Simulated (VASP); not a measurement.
Write the native input for VASP 6.6.1 that does the following.

```
Task                   : single point
Functional             : RPBE
Potentials or basis    : VASP PAW PBE potentials, release 64 (Os)
Cutoff                 : 520 eV
k mesh                 : 15 × 15 × 4
Occupations            : fermi-dirac, width 0.1 eV
Spin                   : no spin polarisation
Dipole correction      : no
Further INCAR settings : ALGO = Normal; EDIFF = 1e-06; NBANDS = 24
```

The structure of Os lies in POSCAR:

```
Os
1.0
    2.8237673217      0.0000000000      0.0000000000
   -1.4118836609      2.4454542350      0.0000000000
    0.0000000000      0.0000000000      9.0638454059
Os
4
Direct
    0.0000000000      1.0000000000      0.0000000000
    0.0000000000      1.0000000000      0.5000000000
    0.3333333333      0.6666666667      0.2500000000
    0.6666666667      0.3333333333      0.7500000000
```

This cell differs from its parent crystal: volume scaled by 1.08.

The input as run:

INCAR

```
SYSTEM = Os
PREC = Accurate ; ENCUT = 520
EDIFF = 1E-6 ; ISMEAR = -1
SIGMA = 0.1 ; LREAL = .False.
LASPH = .True. ; NELM = 60
ALGO = Normal ; ISIF = 2
LWAVE = .False. ; LCHARG = .True.
GGA = RP ; LELF = .True.
LVHAR = .True. ; NBANDS = 24
```

KPOINTS

```
Automatic mesh
0
Gamma
  15 15 4
  0 0 0
```

Potentials or basis: VASP PAW PBE potentials, release 64 (Os).

Command:

```sh
$ cat potpaw_PBE.64/Os/POTCAR > POTCAR
$ mpirun -np 1 vasp_std > vasp.out
```

It gave:

The pressure is -24.8 GPa. The band gap on the k mesh is zero (band 16 reaches 9.68 eV, above the bottom of band 17 at 6.70 eV).

Caveat: the PAW data sets were made with another functional, which shifts forces and pressure a little; spin-orbit coupling is left out, which moves the levels of the heavy elements.

Wall time 90 s on 1 thread of AMD EPYC 9R45 96-Core Processor (Zen 5) (shared host), peak memory 0.21 GiB.
